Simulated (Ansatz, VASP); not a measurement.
## Two plane-wave programs on Sn

File INCAR:

```
ALGO = Fast
EDIFF = 1E-6
ENCUT = 520
GGA = PS
ISIF = 2
ISMEAR = -1
LASPH = T
LCHARG = F
LREAL = F
LWAVE = F
NBANDS = 13
NELM = 100
PREC = Accurate
SIGMA = 0.05
```

KPOINTS

```
k-points
0
Gamma
  9 9 9
```

The input POSCAR:

```
Sn
1.0
   -2.0291894110      2.0291894110      1.6939751894
    2.0291894110     -2.0291894110      1.6939751894
    2.0291894110      2.0291894110     -1.6939751894
Sn
1
Direct
    0.0000000000      0.0000000000      0.0000000000
```

input.yaml

```yaml
crystal:
  lattice:
    - [-2.029189411, 2.029189411, 1.6939751894]
    - [2.029189411, -2.029189411, 1.6939751894]
    - [2.029189411, 2.029189411, -1.6939751894]
  atoms:
    - { symbol: Sn, position: [0.0, 0.0, 0.0] }
hamiltonian:
  xc: pbesol
  pseudopotentials: { kind: paw }
kpoints:
  mp_grid: { grid: [9, 9, 9] }
  band_path:
    path:
      - [[0.0, 0.0, 0.0], [0.0, 0.0, 0.5], [-0.5, 0.5, 0.5], [0.0, 0.0, 0.0], [0.4242243787, 0.4242243787, -0.4242243787], [0.25, 0.25, 0.25], [0.0, 0.5, 0.0], [-0.4242243787, 0.5757756213, 0.4242243787], [-0.5, 0.5, 0.5]]
      - [[0.0, 0.0, 0.5], [0.25, 0.25, 0.25]]
    npoints: 14
scf:
  occupations: { method: fermi_dirac, width: 0.05 }
  n_extra_bands: 6
output:
  forces: true
  stress: true
  eigenvalues: true
  fatbands: false
  write_density: true
  write_potential: true
  elf: true
  volumetric_format: npy
```

Alike in both runs: functional PBEsol; k mesh 9 × 9 × 9; occupations fermi-dirac, width 0.05 eV; no spin polarisation.

```csv
,VASP,Ansatz
version,VASP 6.6.1,Ansatz 0.2.0
potentials or method,"VASP PAW PBE potentials, release 64 (Sn_d)",Ansatz PAW
plane-wave cutoff (eV),520,420
valence electrons in the cell,14,14
task,single point,band structure
```

|  | VASP | Ansatz | Ansatz less VASP |
| --- | --- | --- | --- |
| gap on the k mesh at the Fermi level (eV) | none | none | - |
| pressure (GPa) | -2.8 | -2.8 | 0.00 |
| traceless stress, the component that is largest in VASP (GPa) | 0.73 | 0.73 | -0.001 |

VASP's potentials were made for PBE, not for PBEsol. A gap of «none» marks a metal or a gap that the smearing closes.
